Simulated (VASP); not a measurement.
# Hf5H in VASP: further runs

Runs on Hf5H. Level: PBE+D3(BJ). Tasks: single point.

Everything below comes from runs of VASP 6.6.1. Logs are shortened: lines on timing, memory, paths and dates and some standing lists are left out, and cuts for length are marked.

**1. The cell of the first run**

The cell holds a slab with vacuum, 6 atoms: a = 4.956 Å, b = 4.956 Å, c = 21.133 Å, α = 90.00°, β = 90.00°, γ = 120.00°.

**2. Single point, PBE+D3(BJ)**

INCAR

```
SYSTEM = Hf5H
  PREC = Accurate
  ENCUT = 520
  EDIFF = 1E-6
  ISMEAR = 0
  SIGMA = 0.1
  LREAL = .FALSE.
  LASPH = .TRUE.
  NELM = 80
  ALGO = Normal
  ISIF = 2
  LWAVE = .FALSE.
  LCHARG = .TRUE.
  LDIPOL = .TRUE.
  IDIPOL = 3
  DIPOL = 0.5 0.5 0.319
  GGA = PE
  IVDW = 12
  LELF = .TRUE.
  LVHAR = .TRUE.
  LVACPOTAV = .TRUE.
  NBANDS = 34
```

KPOINTS

```
Automatic mesh
0
G
  6 6 1
  0 0 0
```

POSCAR

```
Hf5H
1.0
    4.9564149667      0.0000000000      0.0000000000
   -2.4782074834      4.2923812729      0.0000000000
    0.0000000000      0.0000000000     21.1328376004
Hf H
5 1
Direct
    0.6666666667      0.3333333333      0.1892788879
    0.3333333333      0.6666666667      0.2371533849
    0.0000000000      0.0000000000      0.2763383880
    0.6666666667      0.3333333333      0.3164267596
    0.3333333333      0.6666666667      0.3706476976
    1.2222222222      1.1111111111      0.5268027802
```

Potentials or basis: VASP PAW PBE potentials, release 64 (Hf_pv, H).

The run is started by

```sh
cat potpaw_PBE.64/Hf_pv/POTCAR potpaw_PBE.64/H/POTCAR > POTCAR
mpirun -np 1 vasp_std > vasp.out
```

OUTCAR:

```text
SYSTEM = Hf5H
   PREC = Accurate
   ENCUT = 520
   EDIFF = 1E-6
   ISMEAR = 0
   LREAL = .FALSE.
   LASPH = .TRUE.
   NELM = 80
   ISIF = 2
   GGA = PE
   IVDW = 12
 IVDW          = 12

 ion  position               nearest neighbor table
   1  0.667  0.333  0.189-   4 2.69   2 3.04   2 3.04   2 3.04   3 3.40   3 3.40   3 3.40
   2  0.333  0.667  0.237-   5 2.82   3 2.98   3 2.98   3 2.98   1 3.04   1 3.04   1 3.04   4 3.32
                             4 3.32   4 3.32
   3  0.000  0.000  0.276-   2 2.98   2 2.98   2 2.98   4 2.98   4 2.98   4 2.98   1 3.40   1 3.40
                             1 3.40   5 3.49   5 3.49   5 3.49
   4  0.667  0.333  0.316-   1 2.69   3 2.98   3 2.98   3 2.98   5 3.08   5 3.08   5 3.08   2 3.32
                             2 3.32   2 3.32
   5  0.333  0.667  0.371-   2 2.82   4 3.08   4 3.08   4 3.08   3 3.49   3 3.49   3 3.49
   6  0.222  0.111  0.527-

  LATTYP: Found a hexagonal cell.
 ALAT       =     4.9564149667
 C/A-ratio  =     4.2637345223

  Lattice vectors:

 A1 = (   4.9564149667,   0.0000000000,   0.0000000000)
 A2 = (  -2.4782074834,   4.2923812729,   0.0000000000)
 A3 = (   0.0000000000,   0.0000000000,  21.1328376004)

Analysis of symmetry for initial positions (statically):
=====================================================================
 Subroutine PRICEL returns:
 Original cell was already a primitive cell.

 Routine SETGRP: Setting up the symmetry group for a
 hexagonal supercell.

 Subroutine GETGRP returns: Found  2 space group operations
 (whereof  2 operations were pure point group operations)
 out of a pool of 24 trial point group operations.

The static configuration has the point symmetry C_1h.

Analysis of symmetry for dynamics (positions and initial velocities):
=====================================================================
 Subroutine PRICEL returns:
 Original cell was already a primitive cell.

 Routine SETGRP: Setting up the symmetry group for a
 hexagonal supercell.

 Subroutine GETGRP returns: Found  2 space group operations
 (whereof  2 operations were pure point group operations)
 out of a pool of 24 trial point group operations.

The dynamic configuration has the point symmetry C_1h.

 Subroutine INISYM returns: Found  2 space group operations
 (whereof  2 operations are pure point group operations),
 and found     1 'primitive' translations

----------------------------------------------------------------------------------------

                                     Primitive cell

  volume of cell :     449.5974

  direct lattice vectors                    reciprocal lattice vectors
     4.956414967  0.000000000  0.000000000     0.201758732  0.116485458  0.000000000
    -2.478207483  4.292381273  0.000000000     0.000000000  0.232970917  0.000000000
     0.000000000  0.000000000 21.132837600     0.000000000  0.000000000  0.047319722

  length of vectors
     4.956414967  4.956414967 21.132837600     0.232970917  0.232970917  0.047319722

  position of ions in fractional coordinates (direct lattice)
     0.666666667  0.333333333  0.189278888
     0.333333333  0.666666667  0.237153385
     0.000000000  0.000000000  0.276338388
     0.666666667  0.333333333  0.316426760
     0.333333333  0.666666667  0.370647698
     0.222222222  0.111111111  0.526802780

  ion indices of the primitive-cell ions
   primitive index   ion index
                 1           1
                 2           2
                 3           3
                 4           4
                 5           5
                 6           6

----------------------------------------------------------------------------------------

 KPOINTS: Automatic mesh

Automatic generation of k-mesh.
 Grid dimensions read from file:
 generate k-points for:    6    6    1

 Generating k-lattice:

  Cartesian coordinates                     Fractional coordinates (reciprocal lattice)
     0.033626455  0.019414243  0.000000000     0.166666667  0.000000000  0.000000000
     0.000000000  0.038828486  0.000000000     0.000000000  0.166666667  0.000000000
     0.000000000  0.000000000  0.047319722     0.000000000  0.000000000  1.000000000

  Length of vectors
     0.038828486  0.038828486  0.047319722

  Shift w.r.t. Gamma in fractional coordinates (k-lattice)
     0.000000000  0.000000000  0.000000000

 Subroutine IBZKPT returns following result:
 ===========================================

 Found     13 irreducible k-points:

 Following reciprocal coordinates:
            Coordinates               Weight
  0.000000  0.000000  0.000000      1.000000
  0.166667  0.000000  0.000000      2.000000
  0.000000  0.166667  0.000000      4.000000
  0.333333  0.000000  0.000000      2.000000
  0.000000  0.333333  0.000000      4.000000
  0.500000  0.000000  0.000000      1.000000
  0.000000  0.500000  0.000000      2.000000
  0.166667  0.166667  0.000000      4.000000
 -0.166667  0.333333  0.000000      2.000000
  0.333333  0.166667  0.000000      4.000000
 -0.166667  0.500000  0.000000      4.000000
  0.500000  0.333333  0.000000      4.000000
  0.333333  0.333333  0.000000      2.000000
   k-points           NKPTS =     13   k-points in BZ     NKDIM =     13   number of bands    NBANDS=     34
   number of dos      NEDOS =    301   number of ions     NIONS =      6
   total plane-waves  NPLWV = 256000
   dimension x,y,z NGX =    40 NGY =   40 NGZ =  160
   dimension x,y,z NGXF=    80 NGYF=   80 NGZF=  320
   ions per type =               5   1
   NGX,Y,Z   is equivalent  to a cutoff of  13.42, 13.42, 12.59 a.u.
   NGXF,Y,Z  is equivalent  to a cutoff of  26.83, 26.83, 25.17 a.u.
 SYSTEM =  Hf5H
   PREC   = accura    normal or accurate (medium, high low for compatibility)
   ISTART =      0    job   : 0-new  1-cont  2-samecut
   ICHARG =      2    charge: 1-file 2-atom 10-const
   ISPIN  =      1    spin polarized calculation?
   LNONCOLLINEAR =      F non collinear calculations
   LSORBIT =      F    spin-orbit coupling
   LASPH  =      T    aspherical Exc in radial PAW
   ENCUT  =  520.0 eV  38.22 Ry    6.18 a.u.   9.22  9.22 39.29*2*pi/ulx,y,z
   NELM   =     80;   NELMIN=  2; NELMDL= -5     # of ELM steps
   EDIFF  = 0.1E-05   stopping-criterion for ELM
   LREAL  =      F    real-space projection
   EDIFFG = 0.1E-04   stopping-criterion for IOM
   NSW    =      0    number of steps for IOM
   IBRION =     -1    ionic relax: 0-MD 1-quasi-New 2-CG
   NFREE  =      0    steps in history (QN), initial steepest desc. (CG)
   ISIF   =      2    stress and relaxation
   ISYM   =      2    0-nonsym 1-usesym 2-fastsym
   POTIM  = 0.5000    time-step for ionic-motion
   TEBEG  =    0.0;   TEEND  =   0.0 temperature during run
   PSTRESS=    0.0 pullay stress
   NELECT =      51.0000    total number of electrons
   NUPDOWN=      -1.0000    fix difference up-down
   EMIN   =  10.00;   EMAX   =-10.00  energy-range for DOS
   EFERMI =   0.00;   METHOD = LEGACY
   ISMEAR =     0;   SIGMA  =   0.10  broadening in eV -4-tet -1-fermi 0-gaus
   EFERMI_NEDOS =   21; number of points for ismear=-14 and -15
   IALGO  =     38    algorithm
   IMIX   =      4    mixing-type and parameters
     AMIX     =   0.40;   BMIX     =  1.00
     AMIX_MAG =   1.60;   BMIX_MAG =  1.00
  volume/ion in A,a.u.               =      74.93       505.67
  Fermi-wavevector in a.u.,A,eV,Ry     =   0.792484  1.497577  8.544871  0.628030
  Thomas-Fermi vector in A             =   1.898231
   LORBIT       =      0    0 simple, 1 ext, 2 COOP (PROOUT), +10 PAW based schemes
   GGA     = PE    functional components
   LHFCALC =     F    Hartree Fock is set to
   AEXX    =    0.0000 exact exchange contribution
   IVDW    =    12    specifies the selected vdW correction
   LEPSILON=     F    determine dielectric tensor
   LRPA    =     F    only Hartree local field effects (RPA)
 non-spin polarized calculation
 Gauss-broadening in eV      SIGMA  =   0.10
  energy-cutoff  :      520.00
  volume of cell :      449.60
 maximum number of plane-waves:     12126
 NGX is ok and might be reduce to    40
   NGX = 19   NGY = 19   NGZ = 79

 dipolmoment           0.000000      0.000000     -0.336360 electrons x Angstroem

 number of electron      51.0000004 magnetization

 dipolmoment           0.000000      0.000000      0.370857 electrons x Angstroem

 Free energy of the ion-electron system (eV)
  ---------------------------------------------------
  ext. energy  EPLUGINS =         0.00000000
  ---------------------------------------------------
  free energy    TOTEN  =       -44.47447984 eV

  energy without entropy =      -44.40067154  energy(sigma->0) =      -44.43757569

 E-fermi :  -2.2614     XC(G=0):  -4.1146

 val. band max:       -2.2844004094   @ k =   0.1667   0.1667   0.0000
 cond. band min:      -2.2594827610   @ k =   0.3333   0.1667   0.0000
 fundamental gap:      0.0249176483
 Fermi energy:        -2.2613718932

 k-point     1 :       0.0000    0.0000    0.0000
  band No.  band energies     occupation
      1     -33.6922      2.00000
      2     -33.6333      2.00000
      3     -33.6302      2.00000
      4     -33.5309      2.00000
      5     -33.2974      2.00000
      6     -33.2920      2.00000
[... 26 lines left out ...]
     33       0.4292      0.00000
     34       0.4297      0.00000

 k-point     2 :       0.1667    0.0000    0.0000
  band No.  band energies     occupation
      1     -33.6955      2.00000
      2     -33.6373      2.00000
      3     -33.6330      2.00000
      4     -33.5342      2.00000
      5     -33.3037      2.00000
      6     -33.2995      2.00000
[... 26 lines left out ...]
     33       0.0230      0.00000
     34       0.2560      0.00000

 k-point     3 :       0.0000    0.1667    0.0000
  band No.  band energies     occupation
      1     -33.6958      2.00000
      2     -33.6364      2.00000
      3     -33.6336      2.00000
      4     -33.5343      2.00000
      5     -33.3080      2.00000
      6     -33.2951      2.00000
[... 26 lines left out ...]
     33       0.0053      0.00000
     34       0.2571      0.00000

 k-point     4 :       0.3333    0.0000    0.0000
  band No.  band energies     occupation
      1     -33.7026      2.00000
      2     -33.6456      2.00000
      3     -33.6367      2.00000
      4     -33.5415      2.00000
      5     -33.3256      2.00000
      6     -33.2944      2.00000
[... 26 lines left out ...]
     33      -0.1801      0.00000
     34      -0.0813      0.00000

 k-point     5 :       0.0000    0.3333    0.0000
  band No.  band energies     occupation
      1     -33.7035      2.00000
      2     -33.6437      2.00000
      3     -33.6375      2.00000
      4     -33.5417      2.00000
      5     -33.3293      2.00000
      6     -33.2901      2.00000
[... 214 lines left out ...]
 k-point    11 :      -0.1667    0.5000    0.0000
  band No.  band energies     occupation
      1     -33.7077      2.00000
      2     -33.6476      2.00000
      3     -33.6351      2.00000
      4     -33.5488      2.00000
      5     -33.3312      2.00000
      6     -33.2845      2.00000
[... 26 lines left out ...]
     33      -0.4794      0.00000
     34      -0.3204      0.00000

 k-point    12 :       0.5000    0.3333    0.0000
  band No.  band energies     occupation
      1     -33.7076      2.00000
      2     -33.6472      2.00000
      3     -33.6357      2.00000
      4     -33.5488      2.00000
      5     -33.3308      2.00000
      6     -33.2850      2.00000
[... 26 lines left out ...]
     33      -0.4727      0.00000
     34      -0.3334      0.00000

 k-point    13 :       0.3333    0.3333    0.0000
  band No.  band energies     occupation
      1     -33.7097      2.00000
      2     -33.6476      2.00000
      3     -33.6339      2.00000
      4     -33.5542      2.00000
      5     -33.3278      2.00000
      6     -33.2798      2.00000
[... 26 lines left out ...]
     33      -0.6100      0.00000
     34      -0.5103      0.00000

------------------------ aborting loop because EDIFF is reached ----------------------------------------

 Edisp (eV)   -1.19923

 E8    (eV) :    -0.6672

  FORCE on cell =-STRESS in cart. coord.  units (eV):
  Direction    XX          YY          ZZ          XY          YZ          ZX
  --------------------------------------------------------------------------------------
  -------------------------------------------------------------------------------------
  Total      -4.08185    -4.29431    -1.07882     0.18400     0.15852     0.27456
  in kB     -14.54600   -15.30313    -3.84445     0.65570     0.56489     0.97842
  external pressure =      -11.23 kB  Pullay stress =        0.00 kB

 VOLUME and BASIS-vectors are now :
 -----------------------------------------------------------------------------
  energy-cutoff  :      520.00
  volume of cell :      449.60
      direct lattice vectors                 reciprocal lattice vectors
     4.956414967  0.000000000  0.000000000     0.201758732  0.116485458  0.000000000
    -2.478207483  4.292381273  0.000000000     0.000000000  0.232970917  0.000000000
     0.000000000  0.000000000 21.132837600     0.000000000  0.000000000  0.047319722

 POSITION                                       TOTAL-FORCE (eV/Angst)
 -----------------------------------------------------------------------------------
      2.47821      1.43079      4.00000        -0.011661     -0.006732     -0.963830
     -0.00000      2.86159      5.01172         0.003666      0.002117      1.022692
      0.00000      0.00000      5.83981         0.003638      0.002100      0.013776
      2.47821      1.43079      6.68700         0.005322      0.003072     -0.075173
     -0.00000      2.86159      7.83284        -0.077739     -0.044883      0.585613
      0.82607      0.47693     11.13284         0.076774      0.044325     -0.583079
 -----------------------------------------------------------------------------------
    total drift:                               -0.000019     -0.000011     -0.000284

  FREE ENERGIE OF THE ION-ELECTRON SYSTEM (eV)
  ---------------------------------------------------
  free  energy   TOTEN  =       -45.6737088690 eV

  energy  without entropy=      -45.5999005616  energy(sigma->0) =      -45.63680472

 vacuum level on the upper side and lower side of the slab         4.181         1.027
```

Run time: 9.9 min. Hardware: 1 thread of Intel Xeon Platinum 8259CL at 2.50GHz (Skylake/Cascade Lake), shared host; peak memory 0.64 GiB.

What came out:

```
Free energy                : -45.6737 eV
Largest force              : 1.023 eV/Å
Dispersion energy per atom : -0.200 eV
```

Forces in eV/Å, atoms in the order of the input:
```
Hf  -0.012 -0.007 -0.964
Hf   0.004  0.002  1.023
Hf   0.004  0.002  0.014
Hf   0.005  0.003 -0.075
Hf  -0.078 -0.045  0.586
H    0.077  0.044 -0.583
```

Levels at points of the mesh, in eV from the Fermi level:
```tsv
k point	band 22	band 23	band 24	band 25	band 26	band 27	band 28	band 29	band 30	band 31
(0.00, 0.00, 0.00)	-0.98	-0.76	-0.31	-0.29	-0.25	-0.05	-0.04	0.18	1.04	1.04
(0.50, 0.00, 0.00)	-0.90	-0.53	-0.20	-0.09	-0.03	0.02	0.09	0.17	0.82	1.04
(0.00, 0.50, 0.00)	-0.90	-0.57	-0.24	-0.19	-0.03	0.04	0.09	0.35	0.91	1.04
```

Caveat: spin-orbit coupling is left out, which moves the levels of the heavy elements.

**3. Single point, PBE+D3(BJ)**

INCAR

```
PREC = Accurate
ENCUT = 520
EDIFF = 1E-6
ISMEAR = 0
SIGMA = 0.1
LREAL = False
LASPH = True
NELM = 100
ALGO = Normal
ISIF = 2
LWAVE = False
LCHARG = True
LDIPOL = True
IDIPOL = 3
DIPOL = 0.5 0.5 0.319
GGA = PE
IVDW = 12
LELF = True
LVHAR = True
LVACPOTAV = True
NBANDS = 34
```

KPOINTS

```
regular mesh
0
Gamma
  6 6 1
```

Changes to POSCAR since step 2:

```diff
@@ -13,2 +13,2 @@
     0.3333333333      0.6666666667      0.3706476976
-    1.2222222222      1.1111111111      0.5268027802
+    0.4444444444      0.8888888889      0.5268027802
```

Potentials or basis: VASP PAW PBE potentials, release 64 (Hf_pv, H).

The run is started by

```sh
cat potpaw_PBE.64/Hf_pv/POTCAR potpaw_PBE.64/H/POTCAR > POTCAR
mpirun -np 1 vasp_std > vasp.out
```

Wall time 9.1 min (1 thread of Intel Xeon Platinum 8259CL at 2.50GHz (Skylake/Cascade Lake), shared host); peak memory 0.63 GiB.

Results (log left out):

- Free energy: -45.9214 eV
- Largest force: 1.033 eV/Å
- Dispersion energy per atom: -0.200 eV

Forces in eV/Å, atoms in the order of the input:
```
Hf   0.000  0.037 -0.960
Hf   0.000  0.027  1.033
Hf   0.000 -0.026  0.035
Hf   0.000 -0.122 -0.106
Hf   0.000  0.247  0.970
H    0.000 -0.162 -0.972
```

Levels at points of the mesh, in eV from the Fermi level:
| k point | band 23 | band 24 | band 25 | band 26 | band 27 | band 28 | band 29 | band 30 |
| --- | --- | --- | --- | --- | --- | --- | --- | --- |
| (0.00, 0.00, 0.00) | -0.75 | -0.30 | -0.29 | -0.28 | -0.03 | -0.03 | 0.25 | 1.04 |
| (0.50, 0.00, 0.00) | -0.53 | -0.19 | -0.13 | -0.03 | 0.06 | 0.11 | 0.28 | 0.86 |
| (0.00, 0.50, 0.00) | -0.52 | -0.23 | -0.07 | -0.02 | -0.01 | 0.11 | 0.29 | 0.95 |

Caveat: spin-orbit coupling is left out, which moves the levels of the heavy elements.

**4. Single point, PBE+D3(BJ)**

INCAR

```
SYSTEM = Hf5H
  PREC = Accurate
  ENCUT = 520
  EDIFF = 1E-6
  ISMEAR = 0
  SIGMA = 0.1
  LREAL = .False.
  LASPH = .True.
  NELM = 80
  ALGO = Normal
  ISIF = 2
  LWAVE = .False.
  LCHARG = .True.
  LDIPOL = .True.
  IDIPOL = 3
  DIPOL = 0.5 0.5 0.319
  GGA = PE
  IVDW = 12
  LELF = .True.
  LVHAR = .True.
  LVACPOTAV = .True.
  NBANDS = 34
```

KPOINTS

```
regular mesh
0
Gamma
  6 6 1
  0 0 0
```

Changes to POSCAR since step 3:

```diff
@@ -13,2 +13,2 @@
     0.3333333333      0.6666666667      0.3706476976
-    0.4444444444      0.8888888889      0.5268027802
+    0.5555555556      0.7777777778      0.5268027802
```

The run is started by

```sh
cat potpaw_PBE.64/Hf_pv/POTCAR potpaw_PBE.64/H/POTCAR > POTCAR
mpirun -np 1 vasp_std > vasp.out
```

Run time: 9.2 min. Hardware: 1 thread of Intel Xeon Platinum 8259CL at 2.50GHz (Skylake/Cascade Lake), shared host; peak memory 0.63 GiB.

Results (log left out):

```yaml
Free_energy: -45.9034 eV
Largest_force: 1.037 eV/Å
Dispersion_energy_per_atom: -0.200 eV
```

Forces on the atoms (eV/Å):
```
Hf   0.036  0.021 -0.942
Hf   0.006  0.003  1.037
Hf  -0.034 -0.019  0.034
Hf  -0.078 -0.045 -0.148
Hf   0.253  0.146  0.964
H   -0.182 -0.105 -0.945
```

Levels at points of the mesh, in eV from the Fermi level:
```csv
k point,band 24,band 25,band 26,band 27,band 28,band 29
"(0.00, 0.00, 0.00)",-0.31,-0.28,-0.27,-0.03,-0.03,0.24
"(0.50, 0.00, 0.00)",-0.23,-0.16,-0.03,0.08,0.11,0.36
"(0.00, 0.50, 0.00)",-0.19,-0.05,-0.03,0.00,0.11,0.22
```

Caveat: spin-orbit coupling is left out, which moves the levels of the heavy elements.
